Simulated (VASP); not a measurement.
# AlAs (F-43m) in VASP: notebook

AlAs is run at these levels: LDA; tasks: single point.

All numbers are computed with VASP 6.6.1; they aren't measurements. Logs are shortened: lines on timing, memory, paths and dates and some standing lists are left out, and cuts for length are marked.

### 1 The cell of the first run

Symmetry: F-43m, No. 216, cubic system. The conventional cell has a = 5.629 Å, b = 5.629 Å, c = 5.629 Å, α = 90.00°, β = 90.00°, γ = 90.00°. Within 3.2 Å of Al (site symmetry -43m) lie 4 As at 2.44 Å. As (site symmetry -43m) has 4 Al at 2.44 Å within 3.2 Å.

### 2 Single point, LDA

INCAR reads:

```
PREC = Accurate
ENCUT = 500
EDIFF = 1E-6
ISMEAR = 0
SIGMA = 0.02
LREAL = False
LASPH = True
NELM = 120
ALGO = Normal
ISIF = 2
LWAVE = False
LCHARG = False
GGA = CA
NBANDS = 11
GGA_COMPAT = False
```

KPOINTS reads:

```
Automatic mesh
0
Gamma
  8 8 8
```

POSCAR reads:

```
AlAs
1.0
    0.0000000000      2.8143768904      2.8143768904
    2.8143768904      0.0000000000      2.8143768904
    2.8143768904      2.8143768904      0.0000000000
Al As
1 1
Direct
    0.0000000000      0.0000000000      0.0000000000
    0.2500000000      0.2500000000      0.2500000000
```

Potentials or basis: VASP PAW LDA potentials, release 64 (Al, As).

Launch:

```sh
$ cat potpaw_LDA.64/Al/POTCAR potpaw_LDA.64/As/POTCAR > POTCAR
$ mpirun -np 1 vasp_std > vasp.out
```

OUTCAR:

```text
PREC = Accurate
   ENCUT = 500
   EDIFF = 1E-6
   ISMEAR = 0
   LREAL = False
   LASPH = True
   NELM = 120
   ISIF = 2
   GGA = CA

 ion  position               nearest neighbor table
   1  0.000  0.000  0.000-   2 2.44   2 2.44   2 2.44   2 2.44
   2  0.250  0.250  0.250-   1 2.44   1 2.44   1 2.44   1 2.44

  LATTYP: Found a face centered cubic cell.
 ALAT       =     5.6287537808

  Lattice vectors:

 A1 = (   0.0000000000,   2.8143768904,   2.8143768904)
 A2 = (   2.8143768904,   0.0000000000,   2.8143768904)
 A3 = (   2.8143768904,   2.8143768904,   0.0000000000)

Analysis of symmetry for initial positions (statically):
=====================================================================
 Subroutine PRICEL returns:
 Original cell was already a primitive cell.

 Routine SETGRP: Setting up the symmetry group for a
 face centered cubic supercell.

 Subroutine GETGRP returns: Found 24 space group operations
 (whereof 24 operations were pure point group operations)
 out of a pool of 48 trial point group operations.

The static configuration has the point symmetry T_d .

Analysis of symmetry for dynamics (positions and initial velocities):
=====================================================================
 Subroutine PRICEL returns:
 Original cell was already a primitive cell.

 Routine SETGRP: Setting up the symmetry group for a
 face centered cubic supercell.

 Subroutine GETGRP returns: Found 24 space group operations
 (whereof 24 operations were pure point group operations)
 out of a pool of 48 trial point group operations.

The dynamic configuration has the point symmetry T_d .

 Subroutine INISYM returns: Found 24 space group operations
 (whereof 24 operations are pure point group operations),
 and found     1 'primitive' translations

----------------------------------------------------------------------------------------

                                     Primitive cell

  volume of cell :      44.5838

  direct lattice vectors                    reciprocal lattice vectors
     0.000000000  2.814376890  2.814376890    -0.177659219  0.177659219  0.177659219
     2.814376890  0.000000000  2.814376890     0.177659219 -0.177659219  0.177659219
     2.814376890  2.814376890  0.000000000     0.177659219  0.177659219 -0.177659219

  length of vectors
     3.980129968  3.980129968  3.980129968     0.307714794  0.307714794  0.307714794

  position of ions in fractional coordinates (direct lattice)
     0.000000000  0.000000000  0.000000000
     0.250000000  0.250000000  0.250000000

  ion indices of the primitive-cell ions
   primitive index   ion index
                 1           1
                 2           2

----------------------------------------------------------------------------------------

 KPOINTS: Automatic mesh

Automatic generation of k-mesh.
 Grid dimensions read from file:
 generate k-points for:    8    8    8

 Generating k-lattice:

  Cartesian coordinates                     Fractional coordinates (reciprocal lattice)
    -0.022207402  0.022207402  0.022207402     0.125000000  0.000000000  0.000000000
     0.022207402 -0.022207402  0.022207402     0.000000000  0.125000000  0.000000000
     0.022207402  0.022207402 -0.022207402     0.000000000  0.000000000  0.125000000

  Length of vectors
     0.038464349  0.038464349  0.038464349

  Shift w.r.t. Gamma in fractional coordinates (k-lattice)
     0.000000000  0.000000000  0.000000000

 Subroutine IBZKPT returns following result:
 ===========================================

 Found     29 irreducible k-points:

 Following reciprocal coordinates:
            Coordinates               Weight
  0.000000  0.000000  0.000000      1.000000
  0.125000  0.000000  0.000000      8.000000
  0.250000  0.000000  0.000000      8.000000
  0.375000  0.000000  0.000000      8.000000
  0.500000  0.000000  0.000000      4.000000
  0.125000  0.125000  0.000000      6.000000
[... 16 lines left out ...]
  0.500000  0.250000  0.125000     48.000000
 -0.375000  0.250000  0.125000     24.000000
 [... further k-points ...]
   k-points           NKPTS =     29   k-points in BZ     NKDIM =     29   number of bands    NBANDS=     11
   number of dos      NEDOS =    301   number of ions     NIONS =      2
   total plane-waves  NPLWV =  27000
   dimension x,y,z NGX =    30 NGY =   30 NGZ =   30
   dimension x,y,z NGXF=    60 NGYF=   60 NGZF=   60
   ions per type =               1   1
   NGX,Y,Z   is equivalent  to a cutoff of  12.53, 12.53, 12.53 a.u.
   NGXF,Y,Z  is equivalent  to a cutoff of  25.06, 25.06, 25.06 a.u.
 SYSTEM =  unknown system
   PREC   = accura    normal or accurate (medium, high low for compatibility)
   ISTART =      0    job   : 0-new  1-cont  2-samecut
   ICHARG =      2    charge: 1-file 2-atom 10-const
   ISPIN  =      1    spin polarized calculation?
   LNONCOLLINEAR =      F non collinear calculations
   LSORBIT =      F    spin-orbit coupling
   LASPH  =      T    aspherical Exc in radial PAW
   ENCUT  =  500.0 eV  36.75 Ry    6.06 a.u.   7.26  7.26  7.26*2*pi/ulx,y,z
   NELM   =    120;   NELMIN=  2; NELMDL= -5     # of ELM steps
   EDIFF  = 0.1E-05   stopping-criterion for ELM
   LREAL  =      F    real-space projection
   EDIFFG = 0.1E-04   stopping-criterion for IOM
   NSW    =      0    number of steps for IOM
   IBRION =     -1    ionic relax: 0-MD 1-quasi-New 2-CG
   NFREE  =      0    steps in history (QN), initial steepest desc. (CG)
   ISIF   =      2    stress and relaxation
   ISYM   =      2    0-nonsym 1-usesym 2-fastsym
   POTIM  = 0.5000    time-step for ionic-motion
   TEBEG  =    0.0;   TEEND  =   0.0 temperature during run
   PSTRESS=    0.0 pullay stress
   NELECT =       8.0000    total number of electrons
   NUPDOWN=      -1.0000    fix difference up-down
   EMIN   =  10.00;   EMAX   =-10.00  energy-range for DOS
   EFERMI =   0.00;   METHOD = LEGACY
   ISMEAR =     0;   SIGMA  =   0.02  broadening in eV -4-tet -1-fermi 0-gaus
   EFERMI_NEDOS =   21; number of points for ismear=-14 and -15
   IALGO  =     38    algorithm
   IMIX   =      4    mixing-type and parameters
     AMIX     =   0.40;   BMIX     =  1.00
     AMIX_MAG =   1.60;   BMIX_MAG =  1.00
  volume/ion in A,a.u.               =      22.29       150.43
  Fermi-wavevector in a.u.,A,eV,Ry     =   0.923377  1.744930 11.600678  0.852626
  Thomas-Fermi vector in A             =   2.049007
   LORBIT       =      0    0 simple, 1 ext, 2 COOP (PROOUT), +10 PAW based schemes
   GGA     = CA    functional components
   LHFCALC =     F    Hartree Fock is set to
   AEXX    =    0.0000 exact exchange contribution
   IVDW    =     0    specifies the selected vdW correction
   LEPSILON=     F    determine dielectric tensor
   LRPA    =     F    only Hartree local field effects (RPA)
 non-spin polarized calculation
 Gauss-broadening in eV      SIGMA  =   0.02
  energy-cutoff  :      500.00
  volume of cell :       44.58
 maximum number of plane-waves:      1158
 NGX is ok and might be reduce to    30
   NGX = 15   NGY = 15   NGZ = 15

 number of electron       8.0000001 magnetization

 Free energy of the ion-electron system (eV)
  ---------------------------------------------------
  ext. energy  EPLUGINS =         0.00000000
  ---------------------------------------------------
  free energy    TOTEN  =       -10.51392500 eV

  energy without entropy =      -10.51392500  energy(sigma->0) =      -10.51392500

 E-fermi :   4.0181     XC(G=0):  -9.3435

 val. band max:        3.9298439273   @ k =   0.0000   0.0000   0.0000
 cond. band min:       5.2394491521   @ k =   0.5000   0.5000   0.0000
 fundamental gap:      1.3096052248
 Fermi energy:         4.0180781504

 k-point     1 :       0.0000    0.0000    0.0000
  band No.  band energies     occupation
      1      -8.0603      2.00000
      2       3.9298      2.00000
      3       3.9298      2.00000
      4       3.9298      2.00000
      5       5.9483      0.00000
      6       8.2045      0.00000
      7       8.2045      0.00000
      8       8.2045      0.00000
      9      12.6521      0.00000
     10      12.9970      0.00000
     11      12.9970      0.00000

 k-point     2 :       0.1250    0.0000    0.0000
  band No.  band energies     occupation
      1      -7.9044      2.00000
      2       2.4730      2.00000
      3       3.7657      2.00000
      4       3.7657      2.00000
      5       6.7007      0.00000
      6       8.4901      0.00000
      7       8.4901      0.00000
      8       8.6066      0.00000
      9      12.3555      0.00000
     10      12.3555      0.00000
     11      13.3878      0.00000

 k-point     3 :       0.2500    0.0000    0.0000
  band No.  band energies     occupation
      1      -7.4709      2.00000
      2       0.4832      2.00000
      3       3.4430      2.00000
      4       3.4430      2.00000
      5       6.5019      0.00000
      6       8.8283      0.00000
      7       8.8283      0.00000
      8      10.3609      0.00000
      9      12.2413      0.00000
     10      12.2413      0.00000
     11      13.1967      0.00000

 k-point     4 :       0.3750    0.0000    0.0000
  band No.  band energies     occupation
      1      -6.9080      2.00000
      2      -1.0930      2.00000
      3       3.1863      2.00000
      4       3.1863      2.00000
      5       6.1486      0.00000
      6       8.7003      0.00000
      7       8.7003      0.00000
      8      11.5460      0.00000
      9      13.5559      0.00000
     10      13.5559      0.00000
     11      13.6006      0.00000
[... 239 lines left out ...]
 k-point    22 :       0.3750    0.2500    0.1250
  band No.  band energies     occupation
      1      -7.1080      2.00000
      2       0.1104      2.00000
      3       1.9256      2.00000
      4       2.9333      2.00000
      5       7.4684      0.00000
      6       8.1935      0.00000
      7       9.1742      0.00000
      8      10.4591      0.00000
      9      12.1140      0.00000
     10      14.3737      0.00000
     11      15.9489      0.00000

 k-point    23 :       0.5000    0.2500    0.1250
  band No.  band energies     occupation
      1      -6.6006      2.00000
      2      -0.9230      2.00000
      3       1.3274      2.00000
      4       2.5406      2.00000
      5       7.5611      0.00000
      6       8.3456      0.00000
      7       9.6848      0.00000
      8      10.7906      0.00000
      9      13.2808      0.00000
     10      14.4667      0.00000
     11      16.0823      0.00000

 k-point    24 :      -0.3750    0.2500    0.1250
  band No.  band energies     occupation
      1      -6.3371      2.00000
      2      -1.4158      2.00000
      3       1.1747      2.00000
      4       2.3524      2.00000
      5       7.5570      0.00000
      6       8.1090      0.00000
      7      10.6143      0.00000
      8      11.5573      0.00000
      9      12.2665      0.00000
     10      14.9229      0.00000
     11      16.2012      0.00000

 [... further k-points ...]

------------------------ aborting loop because EDIFF is reached ----------------------------------------

  FORCE on cell =-STRESS in cart. coord.  units (eV):
  Direction    XX          YY          ZZ          XY          YZ          ZX
  --------------------------------------------------------------------------------------
  -------------------------------------------------------------------------------------
  Total        0.1018878      0.1018878      0.1018878      0.0000000      0.0000000      0.0000000
  in kB        3.6614727      3.6614727      3.6614727      0.0000000      0.0000000      0.0000000
  external PRESSURE =       3.6614727 kB  Pullay stress =       0.0000000 kB

 VOLUME and BASIS-vectors are now :
 -----------------------------------------------------------------------------
  energy-cutoff  :      500.00
  volume of cell :       44.58
      direct lattice vectors                 reciprocal lattice vectors
     0.000000000  2.814376890  2.814376890    -0.177659219  0.177659219  0.177659219
     2.814376890  0.000000000  2.814376890     0.177659219 -0.177659219  0.177659219
     2.814376890  2.814376890  0.000000000     0.177659219  0.177659219 -0.177659219

 POSITION                                       TOTAL-FORCE (eV/Angst)
 -----------------------------------------------------------------------------------
      0.00000      0.00000      0.00000         0.000000      0.000000      0.000000
      1.40719      1.40719      1.40719        -0.000000     -0.000000     -0.000000
 -----------------------------------------------------------------------------------
    total drift:                                0.000000      0.000000      0.000000

  FREE ENERGIE OF THE ION-ELECTRON SYSTEM (eV)
  ---------------------------------------------------
  free  energy   TOTEN  =       -10.5139250040 eV

  energy  without entropy=      -10.5139250040  energy(sigma->0) =      -10.51392500
```

Wall time 13 s (1 thread of Intel Xeon 8259CL, shared host); peak memory 0.15 GiB.

What came out:

```yaml
Free_energy: -10.5139 eV
Pressure: 0.4 GPa
Band_gap_on_the_k_mesh: 1.31 eV (least direct gap 2.02 eV)
```

A k mesh can miss the band edges.

### 3 Single point, LDA

INCAR reads:

```
PREC     = Accurate       # precision mode
ENCUT    = 500            # plane-wave cutoff, eV
EDIFF    = 1E-6           # SCF threshold, eV
ISMEAR   = 0              # smearing method
SIGMA    = 0.02           # smearing width, eV
LREAL    = F              # projectors in reciprocal space
LASPH    = T              # aspherical terms in the spheres
NELM     = 120            # most SCF steps
ALGO     = Normal         # electronic algorithm
ISIF     = 2              # what is computed and relaxed
LWAVE    = F              # write WAVECAR
LCHARG   = F              # write CHGCAR
NBANDS   = 11             # bands
GGA_COMPAT= F
```

KPOINTS reads:

```
regular mesh
0
Gamma
  8 8 8
```

POSCAR is that of step 2.

Potentials or basis: VASP PAW LDA potentials, release 64 (Al, As).

Launch:

```sh
$ cat potpaw_LDA.64/Al/POTCAR potpaw_LDA.64/As/POTCAR > POTCAR
$ mpirun -np 1 vasp_std > vasp.out
```

Run time: 15 s. Hardware: 1 thread of Intel Xeon 8259CL, shared host; peak memory 0.15 GiB.

Results (log left out):

```
Free energy            : -10.5139 eV
Pressure               : 0.4 GPa
Band gap on the k mesh : 1.31 eV (least direct gap 2.02 eV)
```

Levels at points of the mesh, in eV from the valence-band top:
```tsv
k point	band 1	band 2	band 3	band 4	band 5	band 6	band 7	band 8	band 9
(0.00, 0.00, 0.00)	-11.99	0.00	0.00	0.00	2.02	4.27	4.27	4.27	8.72
(0.50, 0.00, 0.00)	-10.54	-5.67	-0.84	-0.84	2.09	4.65	4.65	7.62	11.12
(0.50, 0.50, 0.00)	-9.97	-5.51	-2.22	-2.22	1.31	2.20	10.33	10.33	11.76
```

A k mesh can miss the band edges.
